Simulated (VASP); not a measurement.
# GaP (I-4m2) in VASP: single point with r2SCAN

Aim: the single point of GaP with r2SCAN.

All numbers are computed with VASP 6.6.1; they aren't measurements. Logs are shortened: lines on timing, memory, paths and dates and some standing lists are left out, and cuts for length are marked.

**1. The cell of the first run**

The structure is tetragonal, space group I-4m2 (No. 119). Conventional cell: a = 3.931 Å, b = 3.931 Å, c = 5.359 Å, α = 90.00°, β = 90.00°, γ = 90.00°. Within 3.1 Å of Ga (site symmetry -4m2) lie 4 P at 2.38 Å. P (site symmetry -4m2) has 4 Ga at 2.38 Å within 3.1 Å.

**2. Single point, r2SCAN (in-plane strain +0.02, then relaxed in part)**

Input file POSCAR:

```
GaP
1.0
    2.7797550000      2.7797550000      0.0000000000
   -2.7797550000      2.7797550000      0.0000000000
    0.0000000000      2.7797550000      2.6792508716
Ga P
1 1
Direct
    0.0000000000      0.0000000000      0.0000000000
    0.7500000000      0.2500000000      0.5000000000
```

Input file INCAR.step1:

```
SYSTEM = GaP
  ALGO = Normal
  EDIFF = 1E-4
  ENCUT = 520
  GGA = PE
  ISMEAR = 0
  LASPH = .True.
  LCHARG = .False.
  LREAL = .False.
  LWAVE = .True.
  NBANDS = 16
  NELM = 100
  PREC = Accurate
  SIGMA = 0.01
```

Input file INCAR.step2:

```
SYSTEM = GaP
  ALGO = Normal
  EDIFF = 1E-6
  ENCUT = 520
  ISIF = 2
  ISMEAR = 0
  ISTART = 1
  LASPH = .True.
  LCHARG = .False.
  LMIXTAU = .True.
  LREAL = .False.
  LWAVE = .False.
  METAGGA = R2SCAN
  NBANDS = 16
  NELM = 100
  PREC = Accurate
  SIGMA = 0.01
```

Input file KPOINTS:

```
k-points
0
Gamma
  8 8 8
  0 0 0
```

Potentials or basis: VASP PAW PBE potentials, release 64 (Ga_d, P).

Run with:

```
cat potpaw_PBE.64/Ga_d/POTCAR potpaw_PBE.64/P/POTCAR > POTCAR
cp INCAR.step1 INCAR
mpirun -np 1 vasp_std > vasp.out
cp INCAR.step2 INCAR
mpirun -np 1 vasp_std > vasp.out
```

OUTCAR:

```text
SYSTEM = GaP
   EDIFF = 1E-6
   ENCUT = 520
   ISIF = 2
   ISMEAR = 0
   ISTART = 1
   LASPH = .True.
   LREAL = .False.
   METAGGA = R2SCAN
   NELM = 100
   PREC = Accurate

 ion  position               nearest neighbor table
   1  0.000  0.000  0.000-   2 2.38   2 2.38   2 2.38   2 2.38
   2  0.750  0.250  0.500-   1 2.38   1 2.38   1 2.38   1 2.38

  LATTYP: Found a body centered tetragonal cell.
 ALAT       =     3.9311672211
 C/A-ratio  =     1.3630816096

  Lattice vectors:

 A1 = (   2.7797550000,   0.0000000000,  -2.6792508716)
 A2 = (  -2.7797550000,   0.0000000000,  -2.6792508716)
 A3 = (   0.0000000000,   2.7797550000,   2.6792508716)

Analysis of symmetry for initial positions (statically):
=====================================================================
 Subroutine PRICEL returns:
 Original cell was already a primitive cell.

 Routine SETGRP: Setting up the symmetry group for a
 body centered tetragonal supercell.

 Subroutine GETGRP returns: Found  8 space group operations
 (whereof  8 operations were pure point group operations)
 out of a pool of 16 trial point group operations.

The static configuration has the point symmetry D_2d.

Analysis of symmetry for dynamics (positions and initial velocities):
=====================================================================
 Subroutine PRICEL returns:
 Original cell was already a primitive cell.

 Routine SETGRP: Setting up the symmetry group for a
 body centered tetragonal supercell.

 Subroutine GETGRP returns: Found  8 space group operations
 (whereof  8 operations were pure point group operations)
 out of a pool of 16 trial point group operations.

The dynamic configuration has the point symmetry D_2d.

 Subroutine INISYM returns: Found  8 space group operations
 (whereof  8 operations are pure point group operations),
 and found     1 'primitive' translations

----------------------------------------------------------------------------------------

                                     Primitive cell

  volume of cell :      41.4053

  direct lattice vectors                    reciprocal lattice vectors
     2.779755000  2.779755000  0.000000000     0.179871967  0.179871967 -0.186619329
    -2.779755000  2.779755000  0.000000000    -0.179871967  0.179871967 -0.186619329
     0.000000000  2.779755000  2.679250872     0.000000000  0.000000000  0.373238658

  length of vectors
     3.931167221  3.931167221  3.860754213     0.315491082  0.315491082  0.373238658

  position of ions in fractional coordinates (direct lattice)
     0.000000000  0.000000000  0.000000000
     0.750000000  0.250000000  0.500000000

  ion indices of the primitive-cell ions
   primitive index   ion index
                 1           1
                 2           2

----------------------------------------------------------------------------------------

 KPOINTS: k-points

Automatic generation of k-mesh.
 Grid dimensions read from file:
 generate k-points for:    8    8    8

 Generating k-lattice:

  Cartesian coordinates                     Fractional coordinates (reciprocal lattice)
     0.022483996  0.022483996 -0.023327416     0.125000000  0.000000000  0.000000000
    -0.022483996  0.022483996 -0.023327416     0.000000000  0.125000000  0.000000000
     0.000000000  0.000000000  0.046654832     0.000000000  0.000000000  0.125000000

  Length of vectors
     0.039436385  0.039436385  0.046654832

  Shift w.r.t. Gamma in fractional coordinates (k-lattice)
     0.000000000  0.000000000  0.000000000

 Subroutine IBZKPT returns following result:
 ===========================================

 Found     59 irreducible k-points:

 Following reciprocal coordinates:
            Coordinates               Weight
  0.000000  0.000000  0.000000      1.000000
  0.125000  0.000000  0.000000      8.000000
  0.250000  0.000000  0.000000      8.000000
  0.375000  0.000000  0.000000      8.000000
  0.500000  0.000000  0.000000      4.000000
  0.125000  0.125000  0.000000      8.000000
[... 16 lines left out ...]
  0.250000  0.000000  0.125000      4.000000
  0.375000  0.000000  0.125000      8.000000
 [... further k-points ...]
   k-points           NKPTS =     59   k-points in BZ     NKDIM =     59   number of bands    NBANDS=     16
   number of dos      NEDOS =    301   number of ions     NIONS =      2
   total plane-waves  NPLWV =  27000
   dimension x,y,z NGX =    30 NGY =   30 NGZ =   30
   dimension x,y,z NGXF=    60 NGYF=   60 NGZF=   60
   ions per type =               1   1
   NGX,Y,Z   is equivalent  to a cutoff of  12.69, 12.69, 12.92 a.u.
   NGXF,Y,Z  is equivalent  to a cutoff of  25.37, 25.37, 25.84 a.u.
 SYSTEM =  GaP
   PREC   = accura    normal or accurate (medium, high low for compatibility)
   ISTART =      1    job   : 0-new  1-cont  2-samecut
   ICHARG =      0    charge: 1-file 2-atom 10-const
   ISPIN  =      1    spin polarized calculation?
   LNONCOLLINEAR =      F non collinear calculations
   LSORBIT =      F    spin-orbit coupling
   LASPH  =      T    aspherical Exc in radial PAW
   ENCUT  =  520.0 eV  38.22 Ry    6.18 a.u.   7.31  7.31  7.18*2*pi/ulx,y,z
   NELM   =    100;   NELMIN=  2; NELMDL=  0     # of ELM steps
   EDIFF  = 0.1E-05   stopping-criterion for ELM
   LREAL  =      F    real-space projection
   EDIFFG = 0.1E-04   stopping-criterion for IOM
   NSW    =      0    number of steps for IOM
   IBRION =     -1    ionic relax: 0-MD 1-quasi-New 2-CG
   NFREE  =      0    steps in history (QN), initial steepest desc. (CG)
   ISIF   =      2    stress and relaxation
   ISYM   =      2    0-nonsym 1-usesym 2-fastsym
   POTIM  = 0.5000    time-step for ionic-motion
   TEBEG  =    0.0;   TEEND  =   0.0 temperature during run
   PSTRESS=    0.0 pullay stress
   NELECT =      18.0000    total number of electrons
   NUPDOWN=      -1.0000    fix difference up-down
   EMIN   =  10.00;   EMAX   =-10.00  energy-range for DOS
   EFERMI =   0.00;   METHOD = LEGACY
   ISMEAR =     0;   SIGMA  =   0.01  broadening in eV -4-tet -1-fermi 0-gaus
   EFERMI_NEDOS =   21; number of points for ismear=-14 and -15
   IALGO  =     38    algorithm
   IMIX   =      4    mixing-type and parameters
     AMIX     =   0.40;   BMIX     =  1.00
     AMIX_MAG =   1.60;   BMIX_MAG =  1.00
  volume/ion in A,a.u.               =      20.70       139.71
  Fermi-wavevector in a.u.,A,eV,Ry     =   1.240167  2.343576 20.925956  1.538014
  Thomas-Fermi vector in A             =   2.374619
   LORBIT       =      0    0 simple, 1 ext, 2 COOP (PROOUT), +10 PAW based schemes
   METAGGA = R2SCAN    functional components
   LHFCALC =     F    Hartree Fock is set to
   AEXX    =    0.0000 exact exchange contribution
   IVDW    =     0    specifies the selected vdW correction
   LEPSILON=     F    determine dielectric tensor
   LRPA    =     F    only Hartree local field effects (RPA)
 non-spin polarized calculation
 Gauss-broadening in eV      SIGMA  =   0.01
  energy-cutoff  :      520.00
  volume of cell :       41.41
 maximum number of plane-waves:      1134
 NGX is ok and might be reduce to    30
   NGX = 15   NGY = 15   NGZ = 15

 number of electron      18.0000002 magnetization

 Free energy of the ion-electron system (eV)
  ---------------------------------------------------
  ext. energy  EPLUGINS =         0.00000000
  ---------------------------------------------------
  free energy    TOTEN  =       -21.44841883 eV

  energy without entropy =      -21.44841883  energy(sigma->0) =      -21.44841883

 E-fermi :   4.4419     XC(G=0): -10.4401

 val. band max:        4.3682628566   @ k =   0.0000   0.0000   0.0000
 cond. band min:       5.9376383537   @ k =   0.0000   0.0000   0.3750
 fundamental gap:      1.5693754971
 Fermi energy:         4.4419171833

 k-point     1 :       0.0000    0.0000    0.0000
  band No.  band energies     occupation
      1     -10.7255      2.00000
      2     -10.7255      2.00000
      3     -10.7148      2.00000
      4     -10.6198      2.00000
      5     -10.6127      2.00000
      6      -8.6124      2.00000
[... 8 lines left out ...]
     15      14.1434      0.00000
     16      14.7880      0.00000

 k-point     2 :       0.1250    0.0000    0.0000
  band No.  band energies     occupation
      1     -10.7372      2.00000
      2     -10.7208      2.00000
      3     -10.7130      2.00000
      4     -10.6201      2.00000
      5     -10.6123      2.00000
      6      -8.4054      2.00000
[... 8 lines left out ...]
     15      14.0435      0.00000
     16      14.5304      0.00000

 k-point     3 :       0.2500    0.0000    0.0000
  band No.  band energies     occupation
      1     -10.7678      2.00000
      2     -10.7105      2.00000
      3     -10.7038      2.00000
      4     -10.6196      2.00000
      5     -10.6101      2.00000
      6      -7.8212      2.00000
[... 8 lines left out ...]
     15      13.7268      0.00000
     16      14.7963      0.00000

 k-point     4 :       0.3750    0.0000    0.0000
  band No.  band energies     occupation
      1     -10.7956      2.00000
      2     -10.7025      2.00000
      3     -10.6959      2.00000
      4     -10.6172      2.00000
      5     -10.6056      2.00000
      6      -7.0139      2.00000
[... 8 lines left out ...]
     15      15.0093      0.00000
     16      15.0158      0.00000

 k-point     5 :       0.5000    0.0000    0.0000
  band No.  band energies     occupation
      1     -10.8063      2.00000
      2     -10.6998      2.00000
      3     -10.6934      2.00000
      4     -10.6154      2.00000
      5     -10.6030      2.00000
      6      -6.5270      2.00000
[... 8 lines left out ...]
     15      16.2980      0.00000
     16      16.6679      0.00000

 k-point     6 :       0.1250    0.1250    0.0000
  band No.  band energies     occupation
      1     -10.7563      2.00000
      2     -10.7106      2.00000
      3     -10.7098      2.00000
      4     -10.6224      2.00000
      5     -10.6100      2.00000
      6      -8.0665      2.00000
[... 8 lines left out ...]
     15      14.2679      0.00000
     16      15.6180      0.00000

 k-point     7 :       0.2500    0.1250    0.0000
  band No.  band energies     occupation
      1     -10.7840      2.00000
      2     -10.7017      2.00000
      3     -10.6986      2.00000
      4     -10.6225      2.00000
      5     -10.6073      2.00000
      6      -7.3904      2.00000
[... 8 lines left out ...]
     15      15.3837      0.00000
     16      16.0197      0.00000

 k-point     8 :       0.3750    0.1250    0.0000
  band No.  band energies     occupation
      1     -10.8042      2.00000
      2     -10.6967      2.00000
      3     -10.6905      2.00000
      4     -10.6188      2.00000
      5     -10.6057      2.00000
      6      -6.6148      2.00000
[... 8 lines left out ...]
     15      15.2427      0.00000
     16      17.2097      0.00000

 k-point     9 :       0.5000    0.1250    0.0000
  band No.  band energies     occupation
      1     -10.8082      2.00000
      2     -10.6959      2.00000
      3     -10.6880      2.00000
      4     -10.6171      2.00000
      5     -10.6063      2.00000
      6      -6.4530      2.00000
[... 8 lines left out ...]
     15      16.3559      0.00000
     16      16.7161      0.00000
[... 172 lines left out ...]
 k-point    19 :       0.5000    0.3750    0.0000
  band No.  band energies     occupation
      1     -10.8350      2.00000
      2     -10.6654      2.00000
      3     -10.6611      2.00000
      4     -10.6408      2.00000
      5     -10.6002      2.00000
      6      -5.8811      2.00000
[... 8 lines left out ...]
     15      16.7986      0.00000
     16      18.1046      0.00000

 k-point    20 :      -0.3750    0.3750    0.0000
  band No.  band energies     occupation
      1     -10.8292      2.00000
      2     -10.6676      2.00000
      3     -10.6649      2.00000
      4     -10.6414      2.00000
      5     -10.6001      2.00000
      6      -6.4602      2.00000
[... 8 lines left out ...]
     15      16.5948      0.00000
     16      19.2775      0.00000

 k-point    21 :       0.5000    0.5000    0.0000
  band No.  band energies     occupation
      1     -10.8426      2.00000
      2     -10.6575      2.00000
      3     -10.6557      2.00000
      4     -10.6468      2.00000
      5     -10.5972      2.00000
      6      -5.6791      2.00000
[... 8 lines left out ...]
     15      17.1593      0.00000
     16      17.8222      0.00000

 k-point    22 :       0.0000    0.0000    0.1250
  band No.  band energies     occupation
      1     -10.7395      2.00000
      2     -10.7162      2.00000
      3     -10.7162      2.00000
      4     -10.6245      2.00000
      5     -10.6091      2.00000
      6      -8.3246      2.00000
[... 8 lines left out ...]
     15      14.4161      0.00000
     16      14.9639      0.00000

 k-point    23 :       0.2500    0.0000    0.1250
  band No.  band energies     occupation
      1     -10.7583      2.00000
      2     -10.7153      2.00000
      3     -10.7021      2.00000
      4     -10.6174      2.00000
      5     -10.6145      2.00000
      6      -8.0829      2.00000
[... 8 lines left out ...]
     15      14.0416      0.00000
     16      15.6776      0.00000

 k-point    24 :       0.3750    0.0000    0.1250
  band No.  band energies     occupation
      1     -10.7843      2.00000
      2     -10.7043      2.00000
      3     -10.6947      2.00000
      4     -10.6165      2.00000
      5     -10.6130      2.00000
      6      -7.4166      2.00000
[... 8 lines left out ...]
     15      15.1725      0.00000
     16      16.2607      0.00000

 [... further k-points ...]
[... 5 lines left out ...]
  --------------------------------------------------------------------------------------
  -------------------------------------------------------------------------------------
  Total       -0.7511376     -0.7511376     -0.0311590      0.0000000      0.0000000      0.0000000
  in kB      -29.0652247    -29.0652247     -1.2056946      0.0000000      0.0000000      0.0000000
  external PRESSURE =     -19.7787147 kB  Pullay stress =       0.0000000 kB

 VOLUME and BASIS-vectors are now :
 -----------------------------------------------------------------------------
  energy-cutoff  :      520.00
  volume of cell :       41.41
      direct lattice vectors                 reciprocal lattice vectors
     2.779755000  2.779755000  0.000000000     0.179871967  0.179871967 -0.186619329
    -2.779755000  2.779755000  0.000000000    -0.179871967  0.179871967 -0.186619329
     0.000000000  2.779755000  2.679250872     0.000000000  0.000000000  0.373238658

 POSITION                                       TOTAL-FORCE (eV/Angst)
 -----------------------------------------------------------------------------------
      0.00000      0.00000      0.00000        -0.000000      0.000000      0.000000
      1.38988      4.16963      1.33963         0.000000     -0.000000      0.000000
 -----------------------------------------------------------------------------------
    total drift:                               -0.000017     -0.000000     -0.000000

  FREE ENERGIE OF THE ION-ELECTRON SYSTEM (eV)
  ---------------------------------------------------
  free  energy   TOTEN  =       -21.4484188339 eV

  energy  without entropy=      -21.4484188339  energy(sigma->0) =      -21.44841883
```

Wall time 2.2 min (1 thread of Intel Xeon 6975P-C, shared host); peak memory 0.19 GiB.

Results:

```yaml
Free_energy: -21.4484 eV
Pressure: -2.0 GPa
Band_gap_on_the_k_mesh: 1.57 eV, indirect (least direct gap 2.00 eV)
```

Levels at points of the mesh, in eV from the valence-band top:
```
           k point  band 5  band 6  band 7  band 8  band 9  band 10  band 11  band 12  band 13  band 14
(0.00, 0.00, 0.00)  -14.98  -12.98   -0.20   -0.20    0.00     2.00     4.01     4.10     4.10     9.21
(0.50, 0.00, 0.00)  -14.97  -10.90   -6.85   -1.42   -1.12     1.80     4.79     5.10     8.66    11.29
(0.50, 0.50, 0.00)  -14.97  -10.05   -7.06   -2.77   -2.75     1.92     2.11    10.94    10.96    11.50
(0.00, 0.00, 0.50)  -14.96   -9.88   -6.82   -3.02   -3.02     1.66     1.74    11.02    11.02    11.87
```

Caveat: the cell differs from its parent crystal (in-plane strain +0.02, then relaxed in part); the PAW data sets were made with another functional, which shifts forces and pressure a little.
